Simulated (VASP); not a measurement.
# TePt (P6_3/mmc) in VASP: single point with LDA

Aim: the single point of TePt with LDA.

Everything below comes from runs of VASP 6.6.1. Logs are shortened: lines on timing, memory, paths and dates and some standing lists are left out, and cuts for length are marked.

### 1 The cell of the first run

It takes space group P6_3/mmc (No. 194, hexagonal). Conventional cell: a = 4.111 Å, b = 4.111 Å, c = 5.446 Å, α = 90.00°, β = 90.00°, γ = 120.00°. Within 3.7 Å of Te (site symmetry -6m2) lie 6 Pt at 2.74 Å and 6 Te at 3.61 Å. Pt (site symmetry -3m) has 2 Pt at 2.72 Å and 6 Te at 2.74 Å within 3.6 Å.

### 2 Single point, LDA

Contents of POSCAR:

```
TePt
1.0
    4.1109998117      0.0000000000      0.0000000000
   -2.0554999058      3.5602302718      0.0000000000
    0.0000000000      0.0000000000      5.4460000000
Te Pt
2 2
Direct
    0.3333333333      0.6666666667      0.2500000000
    0.6666666667      0.3333333333      0.7500000000
    0.0000000000      0.0000000000      0.0000000000
    0.0000000000      0.0000000000      0.5000000000
```

Contents of INCAR.step1:

```
ALGO     = Normal         # electronic algorithm
EDIFF    = 1E-6           # SCF threshold, eV
ENCUT    = 520            # plane-wave cutoff, eV
ISIF     = 2              # what is computed and relaxed
ISMEAR   = -1             # smearing method
LASPH    = T              # aspherical terms in the spheres
LCHARG   = T              # write CHGCAR
LMAXMIX  = 4              # l up to which the mixer works
LREAL    = F              # projectors in reciprocal space
LWAVE    = F              # write WAVECAR
NBANDS   = 24             # bands
NELM     = 80             # most SCF steps
PREC     = Accurate       # precision mode
SIGMA    = 0.05           # smearing width, eV
```

Contents of KPOINTS.step1:

```
k-points
0
Gamma
  9 9 6
```

Contents of INCAR.step2:

```
ALGO     = Normal         # electronic algorithm
EDIFF    = 1E-6           # SCF threshold, eV
ENCUT    = 520            # plane-wave cutoff, eV
ICHARG   = 11             # starting density
ISIF     = 2              # what is computed and relaxed
ISMEAR   = -5             # smearing method
LASPH    = T              # aspherical terms in the spheres
LCHARG   = F              # write CHGCAR
LMAXMIX  = 4              # l up to which the mixer works
LORBIT   = 11             # projections on sites
LREAL    = F              # projectors in reciprocal space
LWAVE    = F              # write WAVECAR
NBANDS   = 24             # bands
NEDOS    = 1001           # points of the DOS
NELM     = 80             # most SCF steps
PREC     = Accurate       # precision mode
SIGMA    = 0.05           # smearing width, eV
```

Contents of KPOINTS.step2:

```
k-points
0
Gamma
  14 14 9
```

Potentials or basis: VASP PAW LDA potentials, release 64 (Te, Pt).

Started as:

```console
$ cat potpaw_LDA.64/Te/POTCAR potpaw_LDA.64/Pt/POTCAR > POTCAR
$ cp INCAR.step1 INCAR
$ cp KPOINTS.step1 KPOINTS
$ mpirun -np 1 vasp_std > vasp.out
$ cp INCAR.step2 INCAR
$ cp KPOINTS.step2 KPOINTS
$ mpirun -np 1 vasp_std > vasp.out
```

OUTCAR:

```text
EDIFF = 1E-6
   ENCUT = 520
   ICHARG = 11
   ISIF = 2
   ISMEAR = -5
   LASPH = T
   LORBIT = 11
   LREAL = F
   NELM = 80
   PREC = Accurate

 ion  position               nearest neighbor table
   1  0.333  0.667  0.250-   3 2.74   4 2.74   3 2.74   4 2.74   3 2.74   4 2.74   2 3.61   2 3.61
                             2 3.61   2 3.61   2 3.61   2 3.61
   2  0.667  0.333  0.750-   3 2.74   4 2.74   3 2.74   4 2.74   3 2.74   4 2.74   1 3.61   1 3.61
                             1 3.61   1 3.61   1 3.61   1 3.61
   3  0.000  0.000  0.000-   4 2.72   4 2.72   1 2.74   2 2.74   1 2.74   2 2.74   2 2.74   1 2.74

   4  0.000  0.000  0.500-   3 2.72   3 2.72   1 2.74   2 2.74   1 2.74   2 2.74   2 2.74   1 2.74

  LATTYP: Found a hexagonal cell.
 ALAT       =     4.1109998117
 C/A-ratio  =     1.3247385671

  Lattice vectors:

 A1 = (   4.1109998117,   0.0000000000,   0.0000000000)
 A2 = (  -2.0554999058,   3.5602302718,   0.0000000000)
 A3 = (   0.0000000000,   0.0000000000,   5.4460000000)

Analysis of symmetry for initial positions (statically):
=====================================================================
 Subroutine PRICEL returns:
 Original cell was already a primitive cell.

 Routine SETGRP: Setting up the symmetry group for a
 hexagonal supercell.

 Subroutine GETGRP returns: Found 24 space group operations
 (whereof 12 operations were pure point group operations)
 out of a pool of 24 trial point group operations.

The static configuration has the point symmetry D_3d.
 The point group associated with its full space group is D_6h.

Analysis of symmetry for dynamics (positions and initial velocities):
=====================================================================
 Subroutine PRICEL returns:
 Original cell was already a primitive cell.

 Routine SETGRP: Setting up the symmetry group for a
 hexagonal supercell.

 Subroutine GETGRP returns: Found 24 space group operations
 (whereof 12 operations were pure point group operations)
 out of a pool of 24 trial point group operations.

The dynamic configuration has the point symmetry D_3d.
 The point group associated with its full space group is D_6h.

 Subroutine INISYM returns: Found 24 space group operations
 (whereof 12 operations are pure point group operations),
 and found     1 'primitive' translations

----------------------------------------------------------------------------------------

                                     Primitive cell

  volume of cell :      79.7082

  direct lattice vectors                    reciprocal lattice vectors
     4.110999812  0.000000000  0.000000000     0.243249829  0.140440354  0.000000000
    -2.055499906  3.560230272  0.000000000     0.000000000  0.280880708  0.000000000
     0.000000000  0.000000000  5.446000000     0.000000000  0.000000000  0.183621006

  length of vectors
     4.110999812  4.110999812  5.446000000     0.280880708  0.280880708  0.183621006

  position of ions in fractional coordinates (direct lattice)
     0.333333333  0.666666667  0.250000000
     0.666666667  0.333333333  0.750000000
     0.000000000  0.000000000  0.000000000
     0.000000000  0.000000000  0.500000000

  ion indices of the primitive-cell ions
   primitive index   ion index
                 1           1
                 2           2
                 3           3
                 4           4

----------------------------------------------------------------------------------------

 KPOINTS: k-points

Automatic generation of k-mesh.
 Grid dimensions read from file:
 generate k-points for:   14   14    9

 Generating k-lattice:

  Cartesian coordinates                     Fractional coordinates (reciprocal lattice)
     0.017374988  0.010031454  0.000000000     0.071428571  0.000000000  0.000000000
     0.000000000  0.020062908  0.000000000     0.000000000  0.071428571  0.000000000
     0.000000000  0.000000000  0.020402334     0.000000000  0.000000000  0.111111111

  Length of vectors
     0.020062908  0.020062908  0.020402334

  Shift w.r.t. Gamma in fractional coordinates (k-lattice)
     0.000000000  0.000000000  0.000000000

 TETIRR: Found   1729 inequivalent tetrahedra from    10584

 Subroutine IBZKPT returns following result:
 ===========================================

 Found    120 irreducible k-points:

 Following reciprocal coordinates:
            Coordinates               Weight
  0.000000  0.000000  0.000000      1.000000
  0.071429  0.000000  0.000000      6.000000
  0.142857 -0.000000  0.000000      6.000000
  0.214286  0.000000  0.000000      6.000000
  0.285714 -0.000000  0.000000      6.000000
  0.357143 -0.000000  0.000000      6.000000
[... 16 lines left out ...]
  0.285714  0.285714  0.000000      6.000000
  0.357143  0.285714  0.000000      6.000000
 [... further k-points ...]
   k-points           NKPTS =    120   k-points in BZ     NKDIM =    120   number of bands    NBANDS=     24
   number of dos      NEDOS =   1001   number of ions     NIONS =      4
   total plane-waves  NPLWV =  43008
   dimension x,y,z NGX =    32 NGY =   32 NGZ =   42
   dimension x,y,z NGXF=    64 NGYF=   64 NGZF=   84
   ions per type =               2   2
   NGX,Y,Z   is equivalent  to a cutoff of  12.94, 12.94, 12.82 a.u.
   NGXF,Y,Z  is equivalent  to a cutoff of  25.88, 25.88, 25.64 a.u.
 SYSTEM =  unknown system
   PREC   = accura    normal or accurate (medium, high low for compatibility)
   ISTART =      0    job   : 0-new  1-cont  2-samecut
   ICHARG =     11    charge: 1-file 2-atom 10-const
   ISPIN  =      1    spin polarized calculation?
   LNONCOLLINEAR =      F non collinear calculations
   LSORBIT =      F    spin-orbit coupling
   LASPH  =      T    aspherical Exc in radial PAW
   ENCUT  =  520.0 eV  38.22 Ry    6.18 a.u.   7.64  7.64 10.13*2*pi/ulx,y,z
   NELM   =     80;   NELMIN=  2; NELMDL=  0     # of ELM steps
   EDIFF  = 0.1E-05   stopping-criterion for ELM
   LREAL  =      F    real-space projection
   EDIFFG = 0.1E-04   stopping-criterion for IOM
   NSW    =      0    number of steps for IOM
   IBRION =     -1    ionic relax: 0-MD 1-quasi-New 2-CG
   NFREE  =      0    steps in history (QN), initial steepest desc. (CG)
   ISIF   =      2    stress and relaxation
   ISYM   =      2    0-nonsym 1-usesym 2-fastsym
   POTIM  = 0.5000    time-step for ionic-motion
   TEBEG  =    0.0;   TEEND  =   0.0 temperature during run
   PSTRESS=    0.0 pullay stress
   NELECT =      32.0000    total number of electrons
   NUPDOWN=      -1.0000    fix difference up-down
   EMIN   =  10.00;   EMAX   =-10.00  energy-range for DOS
   EFERMI =   0.00;   METHOD = LEGACY
   ISMEAR =    -5;   SIGMA  =   0.05  broadening in eV -4-tet -1-fermi 0-gaus
   EFERMI_NEDOS =   21; number of points for ismear=-14 and -15
   IALGO  =     38    algorithm
   IMIX   =      4    mixing-type and parameters
     AMIX     =   0.40;   BMIX     =  1.00
     AMIX_MAG =   1.60;   BMIX_MAG =  1.00
  volume/ion in A,a.u.               =      19.93       134.47
  Fermi-wavevector in a.u.,A,eV,Ry     =   1.207695  2.282212 19.844452  1.458526
  Thomas-Fermi vector in A             =   2.343325
   LORBIT       =     11    0 simple, 1 ext, 2 COOP (PROOUT), +10 PAW based schemes
   GGA     = CA    functional components
   LHFCALC =     F    Hartree Fock is set to
   AEXX    =    0.0000 exact exchange contribution
   IVDW    =     0    specifies the selected vdW correction
   LEPSILON=     F    determine dielectric tensor
   LRPA    =     F    only Hartree local field effects (RPA)
 non-spin polarized calculation
 Fermi weights with tetrahedron method with Bloechl corrections
  energy-cutoff  :      520.00
  volume of cell :       79.71
 maximum number of plane-waves:      2187
 NGX is ok and might be reduce to    32

 number of electron      31.9999996 magnetization

 Free energy of the ion-electron system (eV)
  ---------------------------------------------------
  ext. energy  EPLUGINS =         0.00000000
  ---------------------------------------------------
  free energy    TOTEN  =       -23.37388404 eV

  energy without entropy =      -23.37388404  energy(sigma->0) =      -23.37388404

 E-fermi :  10.8167     XC(G=0): -11.7855

 val. band max:       10.9082695030   @ k =   0.2143   0.2143   0.0000
 cond. band min:      10.6846570560   @ k =   0.3571   0.1429   0.2222
 fundamental gap:     -0.2236124471
 Fermi energy:        10.8166626879

 k-point     1 :       0.0000    0.0000    0.0000
  band No.  band energies     occupation
      1      -3.9994      2.00000
      2      -0.8756      2.00000
      3       2.8533      2.00000
      4       4.0059      2.00000
      5       4.0059      2.00000
      6       4.6171      2.00000
[... 16 lines left out ...]
     23      18.3194      0.00000
     24      18.3195      0.00000

 k-point     2 :       0.0714    0.0000    0.0000
  band No.  band energies     occupation
      1      -3.9429      2.00000
      2      -0.9149      2.00000
      3       2.9272      2.00000
      4       4.0260      2.00000
      5       4.0862      2.00000
      6       4.5911      2.00000
[... 16 lines left out ...]
     23      17.4770      0.00000
     24      18.0128      0.00000

 k-point     3 :       0.1429   -0.0000    0.0000
  band No.  band energies     occupation
      1      -3.7762      2.00000
      2      -1.0221      2.00000
      3       3.1460      2.00000
      4       4.0801      2.00000
      5       4.3097      2.00000
      6       4.4890      2.00000
[... 16 lines left out ...]
     23      16.2956      0.00000
     24      17.3687      0.00000
[... 514 lines left out ...]
 k-point    23 :       0.2857    0.2857    0.0000
  band No.  band energies     occupation
      1      -2.0426      2.00000
      2      -1.7386      2.00000
      3       2.3322      2.00000
      4       3.9857      2.00000
      5       4.0921      2.00000
      6       5.4423      2.00000
[... 16 lines left out ...]
     23      18.4681      0.00000
     24      19.3280      0.00000

 k-point    24 :       0.3571    0.2857    0.0000
  band No.  band energies     occupation
      1      -1.8813      2.00000
      2      -1.8229      2.00000
      3       2.2190      2.00000
      4       3.9455      2.00000
      5       4.0238      2.00000
      6       5.4746      2.00000
[... 16 lines left out ...]
     23      18.2300      0.00000
     24      19.8297      0.00000

 [... further k-points ...]

------------------------ aborting loop because EDIFF is reached ----------------------------------------

  FORCE on cell =-STRESS in cart. coord.  units (eV):
  Direction    XX          YY          ZZ          XY          YZ          ZX
  --------------------------------------------------------------------------------------
  -------------------------------------------------------------------------------------
  Total        4.6016297      4.6016297      4.4159052      0.0000000      0.0000000      0.0000000
  in kB       92.4951723     92.4951723     88.7620134      0.0000000      0.0000000      0.0000000
  external PRESSURE =      91.2507860 kB  Pullay stress =       0.0000000 kB

 VOLUME and BASIS-vectors are now :
 -----------------------------------------------------------------------------
  energy-cutoff  :      520.00
  volume of cell :       79.71
      direct lattice vectors                 reciprocal lattice vectors
     4.110999812  0.000000000  0.000000000     0.243249829  0.140440354  0.000000000
    -2.055499906  3.560230272  0.000000000     0.000000000  0.280880708  0.000000000
     0.000000000  0.000000000  5.446000000     0.000000000  0.000000000  0.183621006

 POSITION                                       TOTAL-FORCE (eV/Angst)
 -----------------------------------------------------------------------------------
     -0.00000      2.37349      1.36150         0.000000      0.000000      0.000000
      2.05550      1.18674      4.08450        -0.000000     -0.000000      0.000000
      0.00000      0.00000      0.00000         0.000000      0.000000      0.000000
      0.00000      0.00000      2.72300         0.000000      0.000000      0.000000
 -----------------------------------------------------------------------------------
    total drift:                               -0.000000      0.000000      0.000000

  FREE ENERGIE OF THE ION-ELECTRON SYSTEM (eV)
  ---------------------------------------------------
  free  energy   TOTEN  =       -23.3738840355 eV

  energy  without entropy=      -23.3738840355  energy(sigma->0) =      -23.37388404

 total charge

# of ion       s       p       d       tot
------------------------------------------
    1        1.417   1.830   0.125   3.372
    2        1.417   1.830   0.125   3.372
    3        0.657   0.583   8.276   9.516
    4        0.657   0.583   8.276   9.516
--------------------------------------------------
tot          4.148   4.825  16.802  25.776
```

It took 2.6 min on 1 thread of Intel Xeon Platinum 8488C (Sapphire Rapids), shared host; peak memory 0.32 GiB.

What came out:

| Property | Result |
| --- | --- |
| Valence electrons inside the program's atomic spheres | Te 3.37; Pt 9.52 |

Caveat: spin-orbit coupling is left out, which moves the levels of the heavy elements; tetrahedron occupations give inexact forces and stress in metals.
